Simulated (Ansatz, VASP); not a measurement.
**Two plane-wave programs on CuAu**

```
CELL_PARAMETERS angstrom
2.85070 0.00000 0.00000
0.00000 2.85070 0.00000
0.00000 0.00000 3.58161
ATOMIC_POSITIONS crystal
Cu 0.50000 0.50000 0.50000
Au 0.00000 0.00000 0.00000
```

Alike in both runs: task electric field gradients; functional PBEsol; k mesh 11 × 11 × 8; no spin polarisation.

|  | VASP | Ansatz |
| --- | --- | --- |
| version | VASP 6.6.1 | Ansatz 0.2.0 |
| potentials or method | VASP PAW PBE potentials, release 64 (Cu, Au) | PAW with Ansatz's default frozen-core files, scalar-relativistic |
| plane-wave cutoff (eV) | 520 | 420 |
| occupations | tetrahedron | tetrahedron-uncorrected |
| valence electrons in the cell | 22 | 38 |

VASP gave:

| Item | Value |
| --- | --- |
| gap on the k mesh at the Fermi level (eV) | none |
| pressure (GPa) | -3.6 |
| traceless stress, the component that is largest in VASP (GPa) | 1.20 |

**Question.** What did Ansatz give for the same quantities?

**Answer.** gap on the k mesh at the Fermi level (eV): none; pressure (GPa): -3.7; traceless stress, the component that is largest in VASP (GPa): 1.17.

VASP's potentials were made for PBE, not for PBEsol. A gap of «none» marks a metal or a gap that the smearing closes. VASP's potentials hold 22 valence electrons a cell and Ansatz's 38, so a difference there can come from the potentials and not from the codes. Ansatz's warnings: band table not solved further.

Neither program's run includes spin-orbit coupling.
